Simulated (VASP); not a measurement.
Set up this calculation in VASP 6.6.1, as the native input.

* Task: single point
* Functional: PBE
* Potentials or basis: VASP PAW PBE potentials, release 64 (Mo_sv, S)
* Cutoff: 520 eV
* k mesh: 12 × 12 × 2
* Occupations: gaussian, width 0.02 eV
* Spin: no spin polarisation
* Dipole correction: no
* Further INCAR settings: ALGO = Normal; EDIFF = 1e-07; NBANDS = 35

The structure of MoS2 lies in POSCAR:

```
MoS2
1.0
    3.1850687701      0.0000000029      0.0000000000
   -1.5925343876      2.7583504663      0.0000000000
    0.0000000000      0.0000000000     14.8080039946
Mo S
2 4
Direct
    0.6666666667      0.3333333333      0.2500000000
    0.3333333333      0.6666666667      0.7500000000
    0.6666666667      0.3333333333      0.6444804197
    0.3333333333      0.6666666667      0.3555195803
    0.6666666667      0.3333333333      0.8555195803
    0.3333333333      0.6666666667      0.1444804197
```

The input as run:

INCAR

```
SYSTEM = MoS2
ALGO = Normal ; EDIFF = 1E-7
ENCUT = 520 ; GGA = PE
ISIF = 2 ; ISMEAR = 0
LASPH = .TRUE. ; LCHARG = .FALSE.
LREAL = .FALSE. ; LWAVE = .FALSE.
NBANDS = 35 ; NELM = 100
PREC = Accurate ; SIGMA = 0.02
```

KPOINTS

```
k-points
0
G
  12 12 2
  0 0 0
```

Potentials or basis: VASP PAW PBE potentials, release 64 (Mo_sv, S).

The run is started by

```console
$ cat potpaw_PBE.64/Mo_sv/POTCAR potpaw_PBE.64/S/POTCAR > POTCAR
$ mpirun -np 1 vasp_std > vasp.out
```

It gave:

- Pressure: -0.1 GPa
- Largest force: 0.010 eV/Å
- Band gap on the k mesh: 1.46 eV, indirect (least direct gap 1.67 eV)

Caveat: this functional lacks dispersion, which binds the layers, so the pressure and a relaxed spacing across them are unreliable.

It took 2.3 min on 1 thread of Intel(R) Xeon(R) Platinum 8259CL CPU @ 2.50GHz (Skylake/Cascade Lake), on a shared host, peak memory 0.31 GiB.
